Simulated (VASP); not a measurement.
Wanted: the native input for a VASP 6.6.1 run.

* Task: single point
* Functional: PBE
* Potentials or basis: VASP PAW PBE potentials, release 64 (Al, N)
* Cutoff: 520 eV
* k mesh: 12 × 12 × 8
* Occupations: gaussian, width 0.1 eV
* Spin: no spin polarisation
* Dipole correction: no
* Further INCAR settings: ALGO = Normal; EDIFF = 1e-07; NBANDS = 19

The structure of Al5N lies in POSCAR:

```
Al5N
1.0
    4.8443048200      0.0000000000      0.0000000000
   -2.4221524100      4.1952910378      0.0000000000
    0.0000000000      0.0000000000      4.3395196179
Al N
5 1
Direct
    0.3162088888      0.0000000000      0.0000000000
    0.0000000000      0.3162088888      0.0000000000
    0.6837911112      0.6837911112      0.0000000000
    0.3333333333      0.6666666667      0.5000000000
    0.6666666667      0.3333333333      0.5000000000
    0.0000000000      0.0000000000      0.5000000000
```

The cell was built from a structure type or drawn by symmetry, and may not be a known phase.

One way to write it, as run:

INCAR

```
SYSTEM = Al5N
ALGO = Normal
EDIFF = 1E-7
ENCUT = 520
GGA = PE
ISIF = 2
ISMEAR = 0
LASPH = .TRUE.
LCHARG = .FALSE.
LREAL = .FALSE.
LWAVE = .FALSE.
NBANDS = 19
NELM = 80
PREC = Accurate
SIGMA = 0.1
```

KPOINTS

```
k-points
0
G
  12 12 8
  0 0 0
```

Potentials or basis: VASP PAW PBE potentials, release 64 (Al, N).

Launch:

```console
$ cat potpaw_PBE.64/Al/POTCAR potpaw_PBE.64/N/POTCAR > POTCAR
$ mpirun -np 1 vasp_std > vasp.out
```

It gave:

```yaml
Pressure: 0.0 GPa
Band_gap_on_the_k_mesh: zero (bands 10 and 11 overlap by 2.28 eV)
```

Run time: 55 s on 1 thread of Intel(R) Xeon(R) 6975P-C (Granite Rapids), with other jobs on the host, peak memory 0.27 GiB.
